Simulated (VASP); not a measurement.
# SnTe (F-43m) in VASP: notebook

Runs on SnTe. Level: r2SCAN. Tasks: single point.

All numbers are computed with VASP 6.6.1; they aren't measurements. Logs are shortened: lines on timing, memory, paths and dates and some standing lists are left out, and cuts for length are marked.

## Step 1: The cell of the first run

Symmetry: F-43m, No. 216, cubic system. Conventional cell: a = 7.022 Å, b = 7.022 Å, c = 7.022 Å, α = 90.00°, β = 90.00°, γ = 90.00°. Within 4.0 Å of Sn (site symmetry -43m) lie 4 Te at 3.04 Å. Te (site symmetry -43m) has 4 Sn at 3.04 Å within 4.0 Å.

## Step 2: Single point, r2SCAN (43.27 Å³/atom)

POSCAR

```
SnTe
1.0
    0.0000000000      3.5108209545      3.5108209545
    3.5108209545      0.0000000000      3.5108209545
    3.5108209545      3.5108209545      0.0000000000
Sn Te
1 1
Direct
    0.0000000000      0.0000000000      0.0000000000
    0.2500000000      0.2500000000      0.2500000000
```

INCAR.step1

```
  PREC = Accurate
  ENCUT = 520
  ISMEAR = -1
  SIGMA = 0.02
  LREAL = False
  LASPH = True
  NELM = 100
  NBANDS = 17
  GGA = PE
  ALGO = Normal
  EDIFF = 1E-4
  LWAVE = True
  LCHARG = False
```

INCAR.step2

```
  PREC = Accurate
  ENCUT = 520
  EDIFF = 1E-7
  ISMEAR = -1
  SIGMA = 0.02
  LREAL = False
  LASPH = True
  NELM = 100
  ALGO = Normal
  ISIF = 2
  LWAVE = False
  LCHARG = False
  METAGGA = R2SCAN
  LMIXTAU = True
  NBANDS = 17
  ISTART = 1
```

KPOINTS

```
regular mesh
0
Gamma
  6 6 6
```

Potentials or basis: VASP PAW PBE potentials, release 64 (Sn_d, Te).

Command:

```sh
> cat potpaw_PBE.64/Sn_d/POTCAR potpaw_PBE.64/Te/POTCAR > POTCAR
> cp INCAR.step1 INCAR
> mpirun -np 1 vasp_std > vasp.out
> cp INCAR.step2 INCAR
> mpirun -np 1 vasp_std > vasp.out
```

OUTCAR:

```text
PREC = Accurate
   ENCUT = 520
   EDIFF = 1E-7
   ISMEAR = -1
   LREAL = False
   LASPH = True
   NELM = 100
   ISIF = 2
   METAGGA = R2SCAN
   ISTART = 1

 ion  position               nearest neighbor table
   1  0.000  0.000  0.000-   2 3.04   2 3.04   2 3.04   2 3.04
   2  0.250  0.250  0.250-   1 3.04   1 3.04   1 3.04   1 3.04

  LATTYP: Found a face centered cubic cell.
 ALAT       =     7.0216419090

  Lattice vectors:

 A1 = (   0.0000000000,   3.5108209545,   3.5108209545)
 A2 = (   3.5108209545,   0.0000000000,   3.5108209545)
 A3 = (   3.5108209545,   3.5108209545,   0.0000000000)

Analysis of symmetry for initial positions (statically):
=====================================================================
 Subroutine PRICEL returns:
 Original cell was already a primitive cell.

 Routine SETGRP: Setting up the symmetry group for a
 face centered cubic supercell.

 Subroutine GETGRP returns: Found 24 space group operations
 (whereof 24 operations were pure point group operations)
 out of a pool of 48 trial point group operations.

The static configuration has the point symmetry T_d .

Analysis of symmetry for dynamics (positions and initial velocities):
=====================================================================
 Subroutine PRICEL returns:
 Original cell was already a primitive cell.

 Routine SETGRP: Setting up the symmetry group for a
 face centered cubic supercell.

 Subroutine GETGRP returns: Found 24 space group operations
 (whereof 24 operations were pure point group operations)
 out of a pool of 48 trial point group operations.

The dynamic configuration has the point symmetry T_d .

 Subroutine INISYM returns: Found 24 space group operations
 (whereof 24 operations are pure point group operations),
 and found     1 'primitive' translations

----------------------------------------------------------------------------------------

                                     Primitive cell

  volume of cell :      86.5478

  direct lattice vectors                    reciprocal lattice vectors
     0.000000000  3.510820955  3.510820955    -0.142416833  0.142416833  0.142416833
     3.510820955  0.000000000  3.510820955     0.142416833 -0.142416833  0.142416833
     3.510820955  3.510820955  0.000000000     0.142416833  0.142416833 -0.142416833

  length of vectors
     4.965050609  4.965050609  4.965050609     0.246673190  0.246673190  0.246673190

  position of ions in fractional coordinates (direct lattice)
     0.000000000  0.000000000  0.000000000
     0.250000000  0.250000000  0.250000000

  ion indices of the primitive-cell ions
   primitive index   ion index
                 1           1
                 2           2

----------------------------------------------------------------------------------------

 KPOINTS: regular mesh

Automatic generation of k-mesh.
 Grid dimensions read from file:
 generate k-points for:    6    6    6

 Generating k-lattice:

  Cartesian coordinates                     Fractional coordinates (reciprocal lattice)
    -0.023736139  0.023736139  0.023736139     0.166666667  0.000000000  0.000000000
     0.023736139 -0.023736139  0.023736139     0.000000000  0.166666667  0.000000000
     0.023736139  0.023736139 -0.023736139     0.000000000  0.000000000  0.166666667

  Length of vectors
     0.041112198  0.041112198  0.041112198

  Shift w.r.t. Gamma in fractional coordinates (k-lattice)
     0.000000000  0.000000000  0.000000000

 Subroutine IBZKPT returns following result:
 ===========================================

 Found     16 irreducible k-points:

 Following reciprocal coordinates:
            Coordinates               Weight
  0.000000  0.000000  0.000000      1.000000
  0.166667  0.000000  0.000000      8.000000
  0.333333  0.000000  0.000000      8.000000
  0.500000  0.000000  0.000000      4.000000
  0.166667  0.166667  0.000000      6.000000
  0.333333  0.166667  0.000000     24.000000
[... 8 lines left out ...]
 -0.333333  0.333333  0.166667     24.000000
 -0.333333  0.500000  0.166667     12.000000
   k-points           NKPTS =     16   k-points in BZ     NKDIM =     16   number of bands    NBANDS=     17
   number of dos      NEDOS =    301   number of ions     NIONS =      2
   total plane-waves  NPLWV =  64000
   dimension x,y,z NGX =    40 NGY =   40 NGZ =   40
   dimension x,y,z NGXF=    80 NGYF=   80 NGZF=   80
   ions per type =               1   1
   NGX,Y,Z   is equivalent  to a cutoff of  13.39, 13.39, 13.39 a.u.
   NGXF,Y,Z  is equivalent  to a cutoff of  26.79, 26.79, 26.79 a.u.
 SYSTEM =  unknown system
   PREC   = accura    normal or accurate (medium, high low for compatibility)
   ISTART =      1    job   : 0-new  1-cont  2-samecut
   ICHARG =      0    charge: 1-file 2-atom 10-const
   ISPIN  =      1    spin polarized calculation?
   LNONCOLLINEAR =      F non collinear calculations
   LSORBIT =      F    spin-orbit coupling
   LASPH  =      T    aspherical Exc in radial PAW
   ENCUT  =  520.0 eV  38.22 Ry    6.18 a.u.   9.23  9.23  9.23*2*pi/ulx,y,z
   NELM   =    100;   NELMIN=  2; NELMDL=  0     # of ELM steps
   EDIFF  = 0.1E-06   stopping-criterion for ELM
   LREAL  =      F    real-space projection
   EDIFFG = 0.1E-05   stopping-criterion for IOM
   NSW    =      0    number of steps for IOM
   IBRION =     -1    ionic relax: 0-MD 1-quasi-New 2-CG
   NFREE  =      0    steps in history (QN), initial steepest desc. (CG)
   ISIF   =      2    stress and relaxation
   ISYM   =      2    0-nonsym 1-usesym 2-fastsym
   POTIM  = 0.5000    time-step for ionic-motion
   TEBEG  =    0.0;   TEEND  =   0.0 temperature during run
   PSTRESS=    0.0 pullay stress
   NELECT =      20.0000    total number of electrons
   NUPDOWN=      -1.0000    fix difference up-down
   EMIN   =  10.00;   EMAX   =-10.00  energy-range for DOS
   EFERMI =   0.00;   METHOD = LEGACY
   ISMEAR =    -1;   SIGMA  =   0.02  broadening in eV -4-tet -1-fermi 0-gaus
   EFERMI_NEDOS =   21; number of points for ismear=-14 and -15
   IALGO  =     38    algorithm
   IMIX   =      4    mixing-type and parameters
     AMIX     =   0.40;   BMIX     =  1.00
     AMIX_MAG =   1.60;   BMIX_MAG =  1.00
  volume/ion in A,a.u.               =      43.27       292.03
  Fermi-wavevector in a.u.,A,eV,Ry     =   1.004615  1.898446 13.731686  1.009250
  Thomas-Fermi vector in A             =   2.137242
   LORBIT       =      0    0 simple, 1 ext, 2 COOP (PROOUT), +10 PAW based schemes
   METAGGA = R2SCAN    functional components
   LHFCALC =     F    Hartree Fock is set to
   AEXX    =    0.0000 exact exchange contribution
   IVDW    =     0    specifies the selected vdW correction
   LEPSILON=     F    determine dielectric tensor
   LRPA    =     F    only Hartree local field effects (RPA)
 non-spin polarized calculation
  energy-cutoff  :      520.00
  volume of cell :       86.55
 maximum number of plane-waves:      2357
 NGX is ok and might be reduce to    40
   NGX = 19   NGY = 19   NGZ = 19

 number of electron      19.9999999 magnetization

 Free energy of the ion-electron system (eV)
  ---------------------------------------------------
  ext. energy  EPLUGINS =         0.00000000
  ---------------------------------------------------
  free energy    TOTEN  =       -50.03514553 eV

  energy without entropy =      -50.03474811  energy(sigma->0) =      -50.03494682

 E-fermi :   3.8296     XC(G=0):  -8.3124

 val. band max:        3.7534552426   @ k =  -0.3333   0.5000   0.1667
 cond. band min:       3.8766026011   @ k =   0.5000   0.5000   0.0000
 fundamental gap:      0.1231473585
 Fermi energy:         3.8295764805

 k-point     1 :       0.0000    0.0000    0.0000
  band No.  band energies     occupation
      1     -18.7046      2.00000
      2     -18.7046      2.00000
      3     -18.7046      2.00000
      4     -18.6847      2.00000
      5     -18.6847      2.00000
      6      -8.6868      2.00000
[... 9 lines left out ...]
     16      10.6312      0.00000
     17      11.8036      0.00000

 k-point     2 :       0.1667    0.0000    0.0000
  band No.  band energies     occupation
      1     -18.7052      2.00000
      2     -18.7040      2.00000
      3     -18.7040      2.00000
      4     -18.6847      2.00000
      5     -18.6847      2.00000
      6      -8.5416      2.00000
[... 9 lines left out ...]
     16      10.0351      0.00000
     17      11.2200      0.00000

 k-point     3 :       0.3333    0.0000    0.0000
  band No.  band energies     occupation
      1     -18.7065      2.00000
      2     -18.7028      2.00000
      3     -18.7028      2.00000
      4     -18.6846      2.00000
      5     -18.6846      2.00000
      6      -8.1973      2.00000
[... 9 lines left out ...]
     16      10.2156      0.00000
     17      11.6827      0.00000

 k-point     4 :       0.5000    0.0000    0.0000
  band No.  band energies     occupation
      1     -18.7071      2.00000
      2     -18.7022      2.00000
      3     -18.7022      2.00000
      4     -18.6845      2.00000
      5     -18.6845      2.00000
      6      -7.9844      2.00000
[... 9 lines left out ...]
     16      11.2145      0.00000
     17      11.2145      0.00000
[... 183 lines left out ...]
      1     -18.7084      2.00000
      2     -18.7017      2.00000
      3     -18.7010      2.00000
      4     -18.6853      2.00000
      5     -18.6840      2.00000
      6      -7.9294      2.00000
[... 9 lines left out ...]
     16      11.7089      0.00000
     17      12.7823      0.00000

 k-point    15 :      -0.3333    0.3333    0.1667
  band No.  band energies     occupation
      1     -18.7086      2.00000
      2     -18.7016      2.00000
      3     -18.7004      2.00000
      4     -18.6851      2.00000
      5     -18.6842      2.00000
      6      -7.7664      2.00000
[... 9 lines left out ...]
     16      11.4915      0.00000
     17      12.5423      0.00000

 k-point    16 :      -0.3333    0.5000    0.1667
  band No.  band energies     occupation
      1     -18.7096      2.00000
      2     -18.7010      2.00000
      3     -18.6997      2.00000
      4     -18.6856      2.00000
      5     -18.6838      2.00000
      6      -7.6843      2.00000
[... 9 lines left out ...]
     16      12.2384      0.00000
     17      12.3568      0.00000

------------------------ aborting loop because EDIFF is reached ----------------------------------------

  FORCE on cell =-STRESS in cart. coord.  units (eV):
  Direction    XX          YY          ZZ          XY          YZ          ZX
  --------------------------------------------------------------------------------------
  -------------------------------------------------------------------------------------
  Total        1.0132188      1.0132188      1.0132188      0.0000000     -0.0000000      0.0000000
  in kB       18.7567588     18.7567588     18.7567588      0.0000000     -0.0000000      0.0000000
  external PRESSURE =      18.7567588 kB  Pullay stress =       0.0000000 kB

 VOLUME and BASIS-vectors are now :
 -----------------------------------------------------------------------------
  energy-cutoff  :      520.00
  volume of cell :       86.55
      direct lattice vectors                 reciprocal lattice vectors
     0.000000000  3.510820955  3.510820955    -0.142416833  0.142416833  0.142416833
     3.510820955  0.000000000  3.510820955     0.142416833 -0.142416833  0.142416833
     3.510820955  3.510820955  0.000000000     0.142416833  0.142416833 -0.142416833

 POSITION                                       TOTAL-FORCE (eV/Angst)
 -----------------------------------------------------------------------------------
      0.00000      0.00000      0.00000        -0.000000      0.000000     -0.000000
      1.75541      1.75541      1.75541         0.000000     -0.000000      0.000000
 -----------------------------------------------------------------------------------
    total drift:                                0.000002      0.000002      0.000002

  FREE ENERGIE OF THE ION-ELECTRON SYSTEM (eV)
  ---------------------------------------------------
  free  energy   TOTEN  =       -50.0351455260 eV

  energy  without entropy=      -50.0347481142  energy(sigma->0) =      -50.03494682
```

Run time: 3.6 min. Hardware: 1 thread of Intel Xeon 8259CL, shared host; peak memory 0.26 GiB.

Results:

```
Free energy            : -50.0351 eV
Pressure               : 1.9 GPa
Band gap on the k mesh : 0.12 eV (least direct gap 0.78 eV)
```

Levels at points of the mesh, in eV from the valence-band top:
```csv
k point,band 8,band 9,band 10,band 11,band 12,band 13
"(0.00, 0.00, 0.00)",-2.24,-2.24,-2.24,1.10,1.10,1.10
"(0.50, 0.00, 0.00)",-2.86,-2.86,-2.08,2.00,2.00,4.05
"(0.50, 0.50, 0.00)",-3.62,-3.62,-0.66,0.12,4.56,4.56
```

Caveat: the PAW data sets were made with another functional, which shifts forces and pressure a little; spin-orbit coupling is left out, which moves the levels of the heavy elements.

## Step 3: Single point, r2SCAN (44.65 Å³/atom)

This run uses another cell than the first one, of 44.65 Å³/atom.

POSCAR

```
SnTe
1.0
    0.0000000000      3.5477796805      3.5477796805
    3.5477796805      0.0000000000      3.5477796805
    3.5477796805      3.5477796805      0.0000000000
Sn Te
1 1
Direct
    0.0000000000      0.0000000000      0.0000000000
    0.2500000000      0.2500000000      0.2500000000
```

INCAR.step1

```
PREC = Accurate ; ENCUT = 520
ISMEAR = -1 ; SIGMA = 0.02
LREAL = False ; LASPH = True
NELM = 60 ; NBANDS = 17
GGA = PE ; ALGO = Normal
EDIFF = 1E-4 ; LWAVE = True
LCHARG = False
```

INCAR.step2

```
PREC = Accurate ; ENCUT = 520
EDIFF = 1E-6 ; ISMEAR = -1
SIGMA = 0.02 ; LREAL = False
LASPH = True ; NELM = 60
ALGO = Normal ; ISIF = 2
LWAVE = False ; LCHARG = True
METAGGA = R2SCAN ; LMIXTAU = True
LELF = True ; LVHAR = True
NBANDS = 17 ; ISTART = 1
```

KPOINTS

```
Automatic mesh
0
Gamma
  6 6 6
```

Potentials or basis: VASP PAW PBE potentials, release 64 (Sn_d, Te).

Command:

```sh
> cat potpaw_PBE.64/Sn_d/POTCAR potpaw_PBE.64/Te/POTCAR > POTCAR
> cp INCAR.step1 INCAR
> mpirun -np 1 vasp_std > vasp.out
> cp INCAR.step2 INCAR
> mpirun -np 1 vasp_std > vasp.out
```

OUTCAR:

```text
PREC = Accurate
   ENCUT = 520
   EDIFF = 1E-6
   ISMEAR = -1
   LREAL = False
   LASPH = True
   NELM = 60
   ISIF = 2
   METAGGA = R2SCAN
   ISTART = 1

 ion  position               nearest neighbor table
   1  0.000  0.000  0.000-   2 3.07   2 3.07   2 3.07   2 3.07
   2  0.250  0.250  0.250-   1 3.07   1 3.07   1 3.07   1 3.07

  LATTYP: Found a face centered cubic cell.
 ALAT       =     7.0955593610

  Lattice vectors:

 A1 = (   0.0000000000,   3.5477796805,   3.5477796805)
 A2 = (   3.5477796805,   0.0000000000,   3.5477796805)
 A3 = (   3.5477796805,   3.5477796805,   0.0000000000)

Analysis of symmetry for initial positions (statically):
=====================================================================
 Subroutine PRICEL returns:
 Original cell was already a primitive cell.

 Routine SETGRP: Setting up the symmetry group for a
 face centered cubic supercell.

 Subroutine GETGRP returns: Found 24 space group operations
[... 151 lines left out ...]
  ---------------------------------------------------
  free energy    TOTEN  =       -50.05920523 eV

  energy without entropy =      -50.05913663  energy(sigma->0) =      -50.05917093

 E-fermi :   3.5531     XC(G=0):  -8.1771

 val. band max:        3.4327833203   @ k =  -0.3333   0.5000   0.1667
 cond. band min:       3.6454721343   @ k =   0.5000   0.5000   0.0000
 fundamental gap:      0.2126888140
 Fermi energy:         3.5530505452

 k-point     1 :       0.0000    0.0000    0.0000
  band No.  band energies     occupation
      1     -18.9892      2.00000
      2     -18.9892      2.00000
      3     -18.9892      2.00000
      4     -18.9720      2.00000
      5     -18.9720      2.00000
      6      -8.7931      2.00000
[... 297 lines left out ...]
      4     -18.9727      2.00000
      5     -18.9712      2.00000
      6      -7.8579      2.00000
[... 9 lines left out ...]
     16      11.8919      0.00000
     17      12.0086      0.00000

------------------------ aborting loop because EDIFF is reached ----------------------------------------

  FORCE on cell =-STRESS in cart. coord.  units (eV):
  Direction    XX          YY          ZZ          XY          YZ          ZX
  --------------------------------------------------------------------------------------
  -------------------------------------------------------------------------------------
  Total        0.4931908      0.4931908      0.4931908      0.0000000      0.0000000      0.0000000
  in kB        8.8476023      8.8476023      8.8476023      0.0000000      0.0000000      0.0000000
  external PRESSURE =       8.8476023 kB  Pullay stress =       0.0000000 kB

 VOLUME and BASIS-vectors are now :
 -----------------------------------------------------------------------------
  energy-cutoff  :      520.00
  volume of cell :       89.31
      direct lattice vectors                 reciprocal lattice vectors
     0.000000000  3.547779681  3.547779681    -0.140933216  0.140933216  0.140933216
     3.547779681  0.000000000  3.547779681     0.140933216 -0.140933216  0.140933216
     3.547779681  3.547779681  0.000000000     0.140933216  0.140933216 -0.140933216

 POSITION                                       TOTAL-FORCE (eV/Angst)
 -----------------------------------------------------------------------------------
      0.00000      0.00000      0.00000         0.000000      0.000000      0.000000
      1.77389      1.77389      1.77389        -0.000000     -0.000000     -0.000000
 -----------------------------------------------------------------------------------
    total drift:                                0.000002      0.000002      0.000002

  FREE ENERGIE OF THE ION-ELECTRON SYSTEM (eV)
  ---------------------------------------------------
  free  energy   TOTEN  =       -50.0592052344 eV

  energy  without entropy=      -50.0591366298  energy(sigma->0) =      -50.05917093
```

OUTCAR.step1:

```text
PREC = Accurate
   ENCUT = 520
   ISMEAR = -1
   LREAL = False
   LASPH = True
[... 530 lines left out ...]
      0.00000      0.00000      0.00000         0.000000      0.000000      0.000000
      1.77389      1.77389      1.77389        -0.000000     -0.000000     -0.000000
 -----------------------------------------------------------------------------------
    total drift:                               -0.000000     -0.000000     -0.000000

  FREE ENERGIE OF THE ION-ELECTRON SYSTEM (eV)
  ---------------------------------------------------
  free  energy   TOTEN  =        -7.0438333943 eV

  energy  without entropy=       -7.0435392479  energy(sigma->0) =       -7.04368632
```

Wall time 2.2 min (1 thread of Intel Xeon 8259CL, shared host); peak memory 0.26 GiB.

What came out:

```yaml
Free_energy: -50.0592 eV
Pressure: 0.9 GPa
Band_gap_on_the_k_mesh: 0.21 eV (least direct gap 0.83 eV)
```

Levels at points of the mesh, in eV from the valence-band top:
```csv
k point,band 8,band 9,band 10,band 11,band 12,band 13
"(0.00, 0.00, 0.00)",-2.13,-2.13,-2.13,1.16,1.16,1.16
"(0.50, 0.00, 0.00)",-2.72,-2.72,-2.03,2.04,2.04,3.96
"(0.50, 0.50, 0.00)",-3.45,-3.45,-0.61,0.21,4.46,4.46
```

Caveat: the PAW data sets were made with another functional, which shifts forces and pressure a little; spin-orbit coupling is left out, which moves the levels of the heavy elements.

(Part 1 of 2 ends here.)
